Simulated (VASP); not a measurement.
Runs of VASP 6.6.1 on SnSe2. The structure is that of space group P-3m1 (No. 164), or close to it. The cells are those of the table. 

```csv
cell,gap on the mesh (eV),pressure (GPa),largest force (eV/Å)
"a = 3.492, b = 3.492, c = 7.310 Å, angles 90.0, 90.0, 120.0°, 3 atoms",none,(a),0.82
"a = 3.863, b = 3.863, c = 5.972 Å, angles 90.0, 90.0, 120.0°, 3 atoms",0.50,2.9,0.94
"a = 3.586, b = 3.586, c = 6.930 Å, angles 90.0, 90.0, 120.0°, 3 atoms",none,(b),0.43
"a = 4.023, b = 4.023, c = 5.507 Å, angles 90.0, 90.0, 120.0°, 3 atoms",0.12,2.3,1.28
"a = 3.918, b = 3.918, c = 5.805 Å, angles 90.0, 90.0, 120.0°, 3 atoms",0.15,2.8,1.10
```

Alike in all rows: task single point; level PBE+D3(BJ); potentials or basis VASP PAW PBE potentials, release 64 (Sn_d, Se); no spin polarisation; k mesh 9 × 9 × 6; cutoff (eV) 520; smearing gaussian 0.05 eV.

Problem. Estimate the missing entries.

Solution. (a) 4.1; (b) 3.6.

Caveats: semilocal functionals underestimate gaps, and a narrow one can read as zero; spin-orbit coupling is left out, which moves the levels of the heavy elements; forces of over 1 eV/Å act on the atoms, so gaps and moduli don't describe the material at rest (at least some runs); the stress differs along the axes, from -8 to 10 GPa (at least some runs); the stress differs along the axes, from -5 to 8 GPa (at least some runs); the stress differs along the axes, from 0 to 6 GPa (at least some runs).

A k mesh can miss the band edges, and the runs leave out spin-orbit coupling on Se, Sn.

A gap of «none» marks levels without a gap at the run's occupations.
